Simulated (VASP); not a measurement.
Runs of VASP 6.6.1 on ZnS. The structure is that of space group P6_3mc (No. 186), or close to it. The cells are those of the table. 

| cell | gap on the mesh (eV) | pressure (GPa) | largest force (eV/Å) |
| --- | --- | --- | --- |
| a = 3.741, b = 3.741, c = 12.244 Å, angles 90.0, 90.0, 120.0°, 8 atoms | 2.43 | 7.2 | 0.02 |
| a = 3.960, b = 3.960, c = 12.197 Å, angles 90.0, 90.0, 120.0°, 8 atoms | 1.88 | (a) | 0.39 |
| a = 3.666, b = 3.666, c = 12.750 Å, angles 90.0, 90.0, 120.0°, 8 atoms | 2.23 | 7.7 | 0.49 |
| a = 3.727, b = 3.727, c = 13.770 Å, angles 90.0, 90.0, 120.0°, 8 atoms | 1.56 | -0.1 | 0.29 |
| a = 3.818, b = 3.818, c = 11.759 Å, angles 90.0, 90.0, 120.0°, 8 atoms | 2.34 | (b) | 0.69 |
| a = 4.013, b = 4.013, c = 10.949 Å, angles 90.0, 90.0, 120.0°, 8 atoms | 1.98 | 9.8 | 2.80 |
| a = 3.714, b = 3.714, c = 14.583 Å, angles 90.0, 90.0, 120.0°, 8 atoms | 1.14 | -1.7 | 0.02 |
| a = 3.555, b = 3.555, c = 13.956 Å, angles 90.0, 90.0, 120.0°, 8 atoms | 1.32 | 8.3 | 0.78 |

Alike in all rows: task single point; level PBE; potentials or basis VASP PAW PBE potentials, release 64 (Zn, S); no spin polarisation; k mesh 9 × 9 × 4; cutoff (eV) 520; smearing gaussian 0.05 eV.

Task: Estimate the missing entries.

Result: (a) -1.1; (b) 7.8.

Caveats: forces of over 1 eV/Å act on the atoms, so gaps and moduli don't describe the material at rest (some runs).

A k mesh can miss the band edges.
